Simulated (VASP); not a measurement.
# Na8Cl7 (a cell with a defect) in VASP: single point with PBE

Aim: the single point of Na8Cl7 (a cell with a defect) with PBE.

All numbers are computed with VASP 6.6.1; they aren't measurements. Logs are shortened: lines on timing, memory, paths and dates and some standing lists are left out, and cuts for length are marked.

## (1) The cell of the first run

The cell holds a defect, 15 atoms: a = 8.033 Å, b = 8.033 Å, c = 8.033 Å, α = 60.00°, β = 60.00°, γ = 60.00°.

## (2) Single point, PBE

INCAR reads:

```
ALGO     = Normal         # electronic algorithm
EDIFF    = 1E-7           # SCF threshold, eV
ENCUT    = 520            # plane-wave cutoff, eV
GGA      = PE             # functional
ISIF     = 2              # what is computed and relaxed
ISMEAR   = 0              # smearing method
LASPH    = True           # aspherical terms in the spheres
LCHARG   = False          # write CHGCAR
LREAL    = Auto         
LWAVE    = False          # write WAVECAR
NBANDS   = 66             # bands
NELM     = 100            # most SCF steps
PREC     = Accurate       # precision mode
SIGMA    = 0.1            # smearing width, eV
```

KPOINTS reads:

```
k-points
0
Gamma
  2 2 2
```

POSCAR reads:

```
Na8Cl7
1.0
    0.0000000000      5.6805172600      5.6805172600
    5.6805172600      0.0000000000      5.6805172600
    5.6805172600      5.6805172600      0.0000000000
Na Cl
8 7
Direct
   -0.0188180046     -0.0006994081     -0.0186507663
    0.0587735209      0.0009687498      0.4407269418
   -0.0188128994      0.5395989238     -0.0186565757
   -0.0086281755      0.5010310452      0.5080003049
    0.4405391948      0.0009739430      0.0589329254
    0.5181108278      0.0027350502      0.5182634548
    0.5078316583      0.5010269963     -0.0084637539
    0.5181122361      0.4623210141      0.5182587017
    0.2495980445      0.2690251486      0.2497835910
    0.2282139004      0.2558150840      0.7615808213
    0.2496028856      0.7330180174      0.2497870238
    0.2709412593      0.7462479746      0.7379893957
    0.7614005560      0.2558263506      0.2283674075
    0.7495048963      0.0011274501      0.7496707263
    0.7378010326      0.7462671630      0.2710914217
```

Potentials or basis: VASP PAW PBE potentials, release 64 (Na_pv, Cl).

On the command line:

```bash
> cat potpaw_PBE.64/Na_pv/POTCAR potpaw_PBE.64/Cl/POTCAR > POTCAR
> mpirun -np 1 vasp_std > vasp.out
```

OUTCAR:

```text
EDIFF = 1E-7
   ENCUT = 520
   GGA = PE
   ISIF = 2
   ISMEAR = 0
   LASPH = True
   LREAL = Auto
   NELM = 100
   PREC = Accurate

 ion  position               nearest neighbor table
   1  0.981  0.999  0.981-
   2  0.059  0.001  0.441-  14 2.48   9 2.64  11 2.64
   3  0.981  0.540  0.981-
   4  0.991  0.501  0.508-
   5  0.441  0.001  0.059-  14 2.48  11 2.64   9 2.64
   6  0.518  0.003  0.518-
   7  0.508  0.501  0.992-
   8  0.518  0.462  0.518-
   9  0.250  0.269  0.250-   2 2.64   5 2.64
  10  0.228  0.256  0.762-
  11  0.250  0.733  0.250-   5 2.64   2 2.64
  12  0.271  0.746  0.738-
  13  0.761  0.256  0.228-
  14  0.750  0.001  0.750-   2 2.48   5 2.48
  15  0.738  0.746  0.271-

  LATTYP: Found a face centered cubic cell.
 ALAT       =    11.3610345200

  Lattice vectors:

 A1 = (   0.0000000000,   5.6805172600,   5.6805172600)
 A2 = (   5.6805172600,   0.0000000000,   5.6805172600)
 A3 = (   5.6805172600,   5.6805172600,   0.0000000000)

Analysis of symmetry for initial positions (statically):
=====================================================================
 Subroutine PRICEL returns:
 Original cell was already a primitive cell.

 Routine SETGRP: Setting up the symmetry group for a
 face centered cubic supercell.

 Subroutine GETGRP returns: Found  1 space group operations
 (whereof  1 operations were pure point group operations)
 out of a pool of 48 trial point group operations.

The static configuration has the point symmetry C_1 .

Analysis of symmetry for dynamics (positions and initial velocities):
=====================================================================
 Subroutine PRICEL returns:
 Original cell was already a primitive cell.

 Routine SETGRP: Setting up the symmetry group for a
 face centered cubic supercell.

 Subroutine GETGRP returns: Found  1 space group operations
 (whereof  1 operations were pure point group operations)
 out of a pool of 48 trial point group operations.

The dynamic configuration has the point symmetry C_1 .

 Subroutine INISYM returns: Found  1 space group operations
 (whereof  1 operations are pure point group operations),
 and found     1 'primitive' translations

----------------------------------------------------------------------------------------

                                     Primitive cell

  volume of cell :     366.6010

  direct lattice vectors                    reciprocal lattice vectors
     0.000000000  5.680517260  5.680517260    -0.088020153  0.088020153  0.088020153
     5.680517260  0.000000000  5.680517260     0.088020153 -0.088020153  0.088020153
     5.680517260  5.680517260  0.000000000     0.088020153  0.088020153 -0.088020153

  length of vectors
     8.033464550  8.033464550  8.033464550     0.152455378  0.152455378  0.152455378

  position of ions in fractional coordinates (direct lattice)
     0.981181995  0.999300592  0.981349234
     0.058773521  0.000968750  0.440726942
     0.981187101  0.539598924  0.981343424
     0.991371824  0.501031045  0.508000305
     0.440539195  0.000973943  0.058932925
     0.518110828  0.002735050  0.518263455
     0.507831658  0.501026996  0.991536246
     0.518112236  0.462321014  0.518258702
     0.249598044  0.269025149  0.249783591
     0.228213900  0.255815084  0.761580821
     0.249602886  0.733018017  0.249787024
     0.270941259  0.746247975  0.737989396
     0.761400556  0.255826351  0.228367408
     0.749504896  0.001127450  0.749670726
     0.737801033  0.746267163  0.271091422

  ion indices of the primitive-cell ions
   primitive index   ion index
                 1           1
                 2           2
                 3           3
                 4           4
                 5           5
                 6           6
                 7           7
                 8           8
                 9           9
                10          10
                11          11
                12          12
                13          13
                14          14
                15          15

----------------------------------------------------------------------------------------

 KPOINTS: k-points

Automatic generation of k-mesh.
 Grid dimensions read from file:
 generate k-points for:    2    2    2

 Generating k-lattice:

  Cartesian coordinates                     Fractional coordinates (reciprocal lattice)
    -0.044010077  0.044010077  0.044010077     0.500000000  0.000000000  0.000000000
     0.044010077 -0.044010077  0.044010077     0.000000000  0.500000000  0.000000000
     0.044010077  0.044010077 -0.044010077     0.000000000  0.000000000  0.500000000

  Length of vectors
     0.076227689  0.076227689  0.076227689

  Shift w.r.t. Gamma in fractional coordinates (k-lattice)
     0.000000000  0.000000000  0.000000000

 Subroutine IBZKPT returns following result:
 ===========================================

 Found      8 irreducible k-points:

 Following reciprocal coordinates:
            Coordinates               Weight
  0.000000  0.000000  0.000000      1.000000
  0.500000  0.000000  0.000000      1.000000
  0.000000  0.500000  0.000000      1.000000
  0.000000  0.000000  0.500000      1.000000
  0.500000  0.500000  0.500000      1.000000
  0.500000  0.500000  0.000000      1.000000
  0.000000  0.500000  0.500000      1.000000
  0.500000  0.000000  0.500000      1.000000
   k-points           NKPTS =      8   k-points in BZ     NKDIM =      8   number of bands    NBANDS=     66
   number of dos      NEDOS =    301   number of ions     NIONS =     15
   total plane-waves  NPLWV = 216000
   dimension x,y,z NGX =    60 NGY =   60 NGZ =   60
   dimension x,y,z NGXF=   120 NGYF=  120 NGZF=  120
   ions per type =               8   7
   NGX,Y,Z   is equivalent  to a cutoff of  12.42, 12.42, 12.42 a.u.
   NGXF,Y,Z  is equivalent  to a cutoff of  24.83, 24.83, 24.83 a.u.
 SYSTEM =  unknown system
   PREC   = accura    normal or accurate (medium, high low for compatibility)
   ISTART =      0    job   : 0-new  1-cont  2-samecut
   ICHARG =      2    charge: 1-file 2-atom 10-const
   ISPIN  =      1    spin polarized calculation?
   LNONCOLLINEAR =      F non collinear calculations
   LSORBIT =      F    spin-orbit coupling
   LASPH  =      T    aspherical Exc in radial PAW
   ENCUT  =  520.0 eV  38.22 Ry    6.18 a.u.  14.94 14.94 14.94*2*pi/ulx,y,z
   NELM   =    100;   NELMIN=  2; NELMDL= -5     # of ELM steps
   EDIFF  = 0.1E-06   stopping-criterion for ELM
   LREAL  =      T    real-space projection
   EDIFFG = 0.1E-05   stopping-criterion for IOM
   NSW    =      0    number of steps for IOM
   IBRION =     -1    ionic relax: 0-MD 1-quasi-New 2-CG
   NFREE  =      0    steps in history (QN), initial steepest desc. (CG)
   ISIF   =      2    stress and relaxation
   ISYM   =      2    0-nonsym 1-usesym 2-fastsym
   POTIM  = 0.5000    time-step for ionic-motion
   TEBEG  =    0.0;   TEEND  =   0.0 temperature during run
   PSTRESS=    0.0 pullay stress
   NELECT =     105.0000    total number of electrons
   NUPDOWN=      -1.0000    fix difference up-down
   EMIN   =  10.00;   EMAX   =-10.00  energy-range for DOS
   EFERMI =   0.00;   METHOD = LEGACY
   ISMEAR =     0;   SIGMA  =   0.10  broadening in eV -4-tet -1-fermi 0-gaus
   EFERMI_NEDOS =   21; number of points for ismear=-14 and -15
   IALGO  =     38    algorithm
   IMIX   =      4    mixing-type and parameters
     AMIX     =   0.40;   BMIX     =  1.00
     AMIX_MAG =   1.60;   BMIX_MAG =  1.00
  volume/ion in A,a.u.               =      24.44       164.93
  Fermi-wavevector in a.u.,A,eV,Ry     =   1.079129  2.039258 15.844250  1.164519
  Thomas-Fermi vector in A             =   2.215086
   LORBIT       =      0    0 simple, 1 ext, 2 COOP (PROOUT), +10 PAW based schemes
   GGA     = PE    functional components
   LHFCALC =     F    Hartree Fock is set to
   AEXX    =    0.0000 exact exchange contribution
   IVDW    =     0    specifies the selected vdW correction
   LEPSILON=     F    determine dielectric tensor
   LRPA    =     F    only Hartree local field effects (RPA)
 non-spin polarized calculation
 Gauss-broadening in eV      SIGMA  =   0.10
  energy-cutoff  :      520.00
  volume of cell :      366.60
 maximum number of plane-waves:      9922
 NGX is ok and might be reduce to    60
   NGX = 29   NGY = 29   NGZ = 29

 number of electron     104.9999985 magnetization

 Free energy of the ion-electron system (eV)
  ---------------------------------------------------
  ext. energy  EPLUGINS =         0.00000000
  ---------------------------------------------------
  free energy    TOTEN  =       -46.90731512 eV

  energy without entropy =      -46.89081889  energy(sigma->0) =      -46.89906700

 E-fermi :   3.5713     XC(G=0):  -7.7994

 val. band max:        3.5436491318   @ k =   0.5000   0.0000   0.5000
 cond. band min:       3.6359742318   @ k =   0.5000   0.5000   0.5000
 fundamental gap:      0.0923251000
 Fermi energy:         3.5712634222

 k-point     1 :       0.0000    0.0000    0.0000
  band No.  band energies     occupation
      1     -22.3013      2.00000
      2     -22.3008      2.00000
      3     -22.2997      2.00000
      4     -22.2982      2.00000
      5     -22.2908      2.00000
      6     -22.2858      2.00000
[... 56 lines left out ...]
     63       7.2424      0.00000
     64       7.2716      0.00000

 k-point     2 :       0.5000    0.0000    0.0000
  band No.  band energies     occupation
      1     -22.3009      2.00000
      2     -22.3009      2.00000
      3     -22.2989      2.00000
      4     -22.2988      2.00000
      5     -22.2847      2.00000
      6     -22.2846      2.00000
[... 458 lines left out ...]
     63       7.7398      0.00000
     64       7.8580      0.00000
 [bands above 64 left out]

------------------------ aborting loop because EDIFF is reached ----------------------------------------

  FORCE on cell =-STRESS in cart. coord.  units (eV):
  Direction    XX          YY          ZZ          XY          YZ          ZX
  --------------------------------------------------------------------------------------
  -------------------------------------------------------------------------------------
  Total        3.4817409      0.7090265      3.4823144      0.0007436      0.0006136     -2.6777666
  in kB       15.2164514      3.0986989     15.2189578      0.0032500      0.0026818    -11.7027965
  external PRESSURE =      11.1780360 kB  Pullay stress =       0.0000000 kB

 VOLUME and BASIS-vectors are now :
 -----------------------------------------------------------------------------
  energy-cutoff  :      520.00
  volume of cell :      366.60
      direct lattice vectors                 reciprocal lattice vectors
     0.000000000  5.680517260  5.680517260    -0.088020153  0.088020153  0.088020153
     5.680517260  0.000000000  5.680517260     0.088020153 -0.088020153  0.088020153
     5.680517260  5.680517260  0.000000000     0.088020153  0.088020153 -0.088020153

 POSITION                                       TOTAL-FORCE (eV/Angst)
 -----------------------------------------------------------------------------------
     11.25112     11.14819     11.25017         0.002373     -0.008567      0.002285
      2.50906      2.83742      0.33937         0.017049     -0.000276     -0.016878
      8.63974     11.14819      8.63885        -0.002273     -0.008638     -0.002372
      5.73182      8.51721      8.47762        -0.007954     -0.000258      0.008051
      0.34030      2.83726      2.50802        -0.016827     -0.000198      0.017292
      2.95954      5.88714      2.95867        -0.002276      0.008554     -0.002407
      8.47853      8.51719      5.73084         0.008259     -0.000130     -0.008073
      5.57020      5.88712      5.56937         0.002471      0.008540      0.002296
      2.94710      2.83675      2.94605         0.012566     -0.000436      0.012693
      5.77934      5.62255      2.74954         0.001650      0.006276     -0.002218
      5.58284      2.83679      5.58179        -0.012455      0.000434     -0.012128
      8.43124      5.73125      5.77816        -0.002159     -0.006237      0.001950
      2.75047      5.62239      5.77838        -0.002099      0.006518      0.001758
      4.26492      8.51609      4.26398        -0.000342      0.000560     -0.000279
      5.77912      5.73103      8.43028         0.002014     -0.006142     -0.001971
 -----------------------------------------------------------------------------------
    total drift:                                0.000249     -0.000095      0.000649

  FREE ENERGIE OF THE ION-ELECTRON SYSTEM (eV)
  ---------------------------------------------------
  free  energy   TOTEN  =       -46.9073151223 eV

  energy  without entropy=      -46.8908188858  energy(sigma->0) =      -46.89906700
```

Run time: 5.6 min. Hardware: 1 thread of AMD EPYC 9R45 (Zen 5), shared host; peak memory 0.48 GiB.

What came out:

| Item | Value |
| --- | --- |
| Free energy | -46.9073 eV |
| Pressure | 1.1 GPa |
| Largest force | 0.024 eV/Å |
| Band gap on the k mesh | zero (an odd number of electrons rules out a gap without spin polarisation) |

Forces on the atoms (eV/Å):
```
Na   0.002 -0.009  0.002
Na   0.017  0.000 -0.017
Na  -0.002 -0.009 -0.002
Na  -0.008  0.000  0.008
Na  -0.017  0.000  0.017
Na  -0.002  0.009 -0.002
Na   0.008  0.000 -0.008
Na   0.002  0.009  0.002
Cl   0.013  0.000  0.013
Cl   0.002  0.006 -0.002
Cl  -0.012  0.000 -0.012
Cl  -0.002 -0.006  0.002
Cl  -0.002  0.007  0.002
Cl   0.000  0.001  0.000
Cl   0.002 -0.006 -0.002
```

Stress tensor (GPa, compression positive):
```
 1.52  0.00 -1.17
 0.00  0.31  0.00
-1.17  0.00  1.52
```

Levels at points of the mesh, in eV from the Fermi level:
```tsv
k point	band 50	band 51	band 52	band 53	band 54	band 55
(0.00, 0.00, 0.00)	-4.98	-4.86	-4.68	-0.93	1.42	1.45
(0.50, 0.00, 0.00)	-5.02	-4.96	-4.58	-0.18	1.12	2.05
(0.00, 0.50, 0.00)	-4.99	-4.84	-4.76	0.06	0.75	1.97
(0.00, 0.00, 0.50)	-5.02	-4.96	-4.58	-0.18	1.12	2.05
(0.50, 0.50, 0.50)	-4.99	-4.84	-4.76	0.06	0.75	1.97
(0.50, 0.50, 0.00)	-5.05	-5.02	-4.56	0.24	1.12	1.72
(0.00, 0.50, 0.50)	-5.05	-5.02	-4.56	0.24	1.12	1.72
(0.50, 0.00, 0.50)	-5.04	-4.84	-4.77	-0.03	1.45	2.08
```

Caveat: the k points lie up to 0.48 Å⁻¹ apart, too coarse for converged energies and pressures of a metal; an odd number of electrons without spin polarisation forces a metal; a magnetic or distorted state may lie lower.
